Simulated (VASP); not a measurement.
Here is a VASP 6.6.1 calculation.

The input INCAR:

```
SYSTEM = HgTe
ALGO = Normal
EDIFF = 1E-6
ENCUT = 520
GGA = PE
ISIF = 2
ISMEAR = -1
LASPH = .TRUE.
LCHARG = .FALSE.
LREAL = .FALSE.
LWAVE = .FALSE.
NBANDS = 16
NELM = 60
PREC = Accurate
SIGMA = 0.03
```

Contents of KPOINTS:

```
k-points
0
G
  11 11 11
  0 0 0
```

POSCAR

```
HgTe
1.0
    0.0000000000      3.2127189830      3.2127189830
    3.2127189830      0.0000000000      3.2127189830
    3.2127189830      3.2127189830      0.0000000000
Hg Te
1 1
Direct
    0.0000000000      0.0000000000      0.0000000000
    0.7500000000      0.7500000000      0.7500000000
```

Potentials or basis: VASP PAW PBE potentials, release 64 (Hg, Te).

Command:

```console
$ cat potpaw_PBE.64/Hg/POTCAR potpaw_PBE.64/Te/POTCAR > POTCAR
$ mpirun -np 1 vasp_std > vasp.out
```

**Question.** Predict the pressure.

**Answer.** 4.7 GPa.

**Question.** Predict the band gap on the k mesh.

**Answer.** Zero (filled and empty bands touch).

Caveat: the cell stands under pressure; semilocal functionals underestimate gaps, so a narrow gap can read as zero; spin-orbit coupling is left out, which moves the levels of the heavy elements.
